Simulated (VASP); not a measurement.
The system is Rh.

```xyz
1
Lattice="0.0000 1.9000 1.9000 1.9000 0.0000 1.9000 1.9000 1.9000 0.0000" Properties=species:S:1:pos:R:3 pbc="T T T"
Rh    0.0000    0.0000    0.0000
```

```yaml
Program: VASP 6.6.1
Task: relaxation of cell and atoms
Functional: PBE
Potentials_or_basis: VASP PAW PBE potentials, release 64 (Rh_pv)
Cutoff: 500 eV
k_mesh: 8 × 8 × 8
Occupations: methfessel-paxton, width 0.05 eV
Spin: no spin polarisation
```

At the start: pressure 7.3 GPa; volume 13.72 Å³/atom.

Q: Where does the relaxation end?

A: Over 3 steps the energy falls by 8.1 meV/atom and the volume is 14.10 Å³/atom (+2.8 %); space group Fm-3m (No. 225, to 0.1 Å) before and after.

Step by step:
| step | energy change (eV) | largest force (eV/Å) | pressure (GPa) | volume (Å³) |
| --- | --- | --- | --- | --- |
| 1 | 0.0000 | 0.0000 | 7.27 | 13.72 |
| 2 | 0.0324 | 0.0000 | -13.50 | 14.99 |
| 3 | -0.0081 | 0.0000 | -0.15 | 14.10 |

Final structure:
```
CELL_PARAMETERS angstrom
0.00000 1.91730 1.91730
1.91730 0.00000 1.91730
1.91730 1.91730 0.00000
ATOMIC_POSITIONS crystal
Rh 0.00000 0.00000 0.00000
```
